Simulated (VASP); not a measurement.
Set up this calculation in VASP 6.6.1, as the native input.

| Property | Result |
| --- | --- |
| Task | single point |
| Functional | PBEsol |
| Potentials or basis | VASP PAW PBE potentials, release 64 (W_sv, Se) |
| Cutoff | 520 eV |
| k mesh | 12 × 12 × 2 |
| Occupations | gaussian, width 0.02 eV |
| Spin | no spin polarisation |
| Dipole correction | no |
| Further INCAR settings | ALGO = Normal; EDIFF = 1e-06; NBANDS = 35 |

The structure of WSe2 lies in POSCAR:

```
WSe2
1.0
    3.2383849128      0.0000000000      0.0000000000
   -1.6191924564      2.8045236017      0.0000000000
    0.0000000000      0.0000000000     13.0914344443
W Se
2 4
Direct
    0.6666666667      0.3333333333      0.7500000000
    0.3333333333      0.6666666667      0.2500000000
    0.3333333333      0.6666666667      0.8787768044
    0.6666666667      0.3333333333      0.3787768044
    0.3333333333      0.6666666667      0.6212231956
    0.6666666667      0.3333333333      0.1212231956
```

These files were run (other wordings do the same):

INCAR

```
PREC = Accurate
ENCUT = 520
EDIFF = 1E-6
ISMEAR = 0
SIGMA = 0.02
LREAL = F
LASPH = T
NELM = 60
ALGO = Normal
ISIF = 2
LWAVE = F
LCHARG = T
GGA = PS
LELF = T
LVHAR = T
NBANDS = 35
```

KPOINTS

```
regular mesh
0
Gamma
  12 12 2
```

Potentials or basis: VASP PAW PBE potentials, release 64 (W_sv, Se).

Launch:

```console
$ cat potpaw_PBE.64/W_sv/POTCAR potpaw_PBE.64/Se/POTCAR > POTCAR
$ mpirun -np 1 vasp_std > vasp.out
```

It gave:

```json
{
  "Pressure": "2.3 GPa",
  "Largest force": "0.063 eV/Å",
  "Band gap on the k mesh": "1.00 eV (least direct gap 1.72 eV)"
}
```

Caveat: the PAW data sets were made with another functional, which shifts forces and pressure a little; spin-orbit coupling is left out, which moves the levels of the heavy elements; this functional lacks dispersion, which binds the layers, so the pressure and a relaxed spacing across them are unreliable.

Run time: 4.3 min on 1 thread of AMD EPYC 7571 (shared host), peak memory 0.27 GiB.
